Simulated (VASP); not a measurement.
A run of VASP 6.6.1 is set up as follows.

INCAR

```
PREC = Accurate
ENCUT = 520
EDIFF = 1E-7
ISMEAR = 0
SIGMA = 0.15
LREAL = False
LASPH = True
NELM = 60
ALGO = Fast
ISIF = 2
LWAVE = False
LCHARG = True
GGA = PS
LELF = True
LVHAR = True
NBANDS = 12
```

Contents of KPOINTS:

```
regular mesh
0
Gamma
  20 20 20
```

POSCAR

```
Ti
1.0
   -1.6410000000      1.6410000000      1.7722800000
    1.6410000000     -1.6410000000      1.7722800000
    1.6410000000      1.6410000000     -1.7722800000
Ti
1
Direct
    0.0000000000      0.0000000000      0.0000000000
```

Potentials or basis: VASP PAW PBE potentials, release 64 (Ti_sv).

Run with:

```console
$ cat potpaw_PBE.64/Ti_sv/POTCAR > POTCAR
$ mpirun -np 1 vasp_std > vasp.out
```

Task: Estimate the band gap on the k mesh.

Result: Zero (bands 6 and 7 overlap by 1.41 eV).

Task: Estimate the pressure.

Result: -12.6 GPa.

Stress tensor (GPa, compression positive):
```
-13.21   0.00   0.00
  0.00 -13.21   0.00
  0.00   0.00 -11.42
```

Caveat: the cell differs from its parent crystal (strain +0.000 along x and y, +0.080 along z); the cell stands under tension; the PAW data sets were made with another functional, which shifts forces and pressure a little.
